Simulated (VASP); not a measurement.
Runs of VASP 6.6.1 on In. The structure is that of space group Im-3m (No. 229), or close to it. The cells are those of the table. 

| cell | gap on the mesh (eV) | pressure (GPa) |
| --- | --- | --- |
| a = 3.228 Å, angles 108.7, 108.7, 111.1°, 1 atom | none | -0.1 |
| a = 3.358 Å, angles 109.5°, 1 atom | none | -3.9 |
| a = 3.196 Å, angles 110.3, 110.3, 107.8°, 1 atom | none | 1.3 |
| a = 3.179 Å, angles 109.9, 109.9, 108.6°, 1 atom | none | (a) |
| a = 3.294 Å, angles 110.3, 110.3, 107.9°, 1 atom | none | -2.4 |
| a = 3.326 Å, angles 108.7, 108.7, 111.1°, 1 atom | none | (b) |
| a = 3.163 Å, angles 109.5°, 1 atom | none | 2.9 |

Alike in all rows: task single point; level PBEsol; potentials or basis VASP PAW PBE potentials, release 64 (In_d); no spin polarisation; k mesh 18 × 18 × 18; cutoff (eV) 520; smearing gaussian 0.15 eV.

Problem. Fill in the values left out.

Solution. (a) 2.1; (b) -3.2.

Caveats: the PAW data sets were made with another functional, which shifts forces and pressure a little; spin-orbit coupling is left out, which moves the levels of the heavy elements.

A k mesh can miss the band edges, and the runs leave out spin-orbit coupling on In.

A gap of «none» marks levels without a gap at the run's occupations.
